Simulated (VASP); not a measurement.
ZrO2 (Cubic zirconia):

```
Zr O
1.0
     0.00000    2.55790    2.55790
     2.55790    0.00000    2.55790
     2.55790    2.55790    0.00000
Zr O
1 2
Direct
  0.00000 0.00000 0.00000
  0.25000 0.25000 0.25000
  0.75000 0.75000 0.75000
```

- Program: VASP 6.6.1
- Task: relaxation of cell and atoms
- Functional: PBE
- Dispersion: D3(BJ)
- Potentials or basis: VASP PAW PBE potentials, release 64 (Zr_sv, O)
- Cutoff: 600 eV
- k mesh: 8 × 8 × 8
- Occupations: gaussian, width 0.02 eV
- Spin: no spin polarisation

At the start: pressure -3.8 GPa; volume 11.16 Å³/atom.

Task: Where does the relaxation end?

Result: Over 3 steps the energy falls by 2.2 meV/atom and the volume is 10.98 Å³/atom (-1.6 %); space group Fm-3m (No. 225, to 0.05 Å).

The path:
```
step  energy change (eV)  largest force (eV/Å)  pressure (GPa)  volume (Å³)
   1              0.0000                0.0000           -3.85        33.47
   2              0.0066                0.0000            5.84        32.19
   3             -0.0066                0.0000           -0.02        32.93
```

Final structure:
```
Zr O
1.0
     0.00000    2.54410    2.54410
     2.54410    0.00000    2.54410
     2.54410    2.54410    0.00000
Zr O
1 2
Direct
  0.00000 0.00000 0.00000
  0.25000 0.25000 0.25000
  0.75000 0.75000 0.75000
```
